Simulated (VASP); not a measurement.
Input of a VASP 6.6.1 run:

INCAR

```
SYSTEM = Re
PREC = Accurate
ENCUT = 520
EDIFF = 1E-7
ISMEAR = -1
SIGMA = 0.1
LREAL = .FALSE.
LASPH = .TRUE.
NELM = 100
ALGO = Normal
ISIF = 2
LWAVE = .FALSE.
LCHARG = .FALSE.
GGA = PE
NBANDS = 14
```

KPOINTS

```
regular mesh
0
G
  11 11 6
  0 0 0
```

POSCAR

```
Re
1.0
    2.6655230930      0.0000000000      0.0000000000
   -1.3327615465      2.3084107759      0.0000000000
    0.0000000000      0.0000000000      4.3043447744
Re
2
Direct
    0.3333333333      0.6666666667      0.2500000000
    0.6666666667      0.3333333333      0.7500000000
```

Potentials or basis: VASP PAW PBE potentials, release 64 (Re).

Launch:

```bash
$ cat potpaw_PBE.64/Re/POTCAR > POTCAR
$ mpirun -np 1 vasp_std > vasp.out
```

Problem. Predict the band gap on the k mesh.

Solution. Zero (band 7 reaches 10.97 eV, above the bottom of band 8 at 7.22 eV).

Problem. Estimate the pressure.

Solution. 58.4 GPa.

Stress tensor (GPa, compression positive):
```
58.30  0.00  0.00
 0.00 58.30  0.00
 0.00  0.00 58.57
```

Caveat: spin-orbit coupling is left out, which moves the levels of the heavy elements.
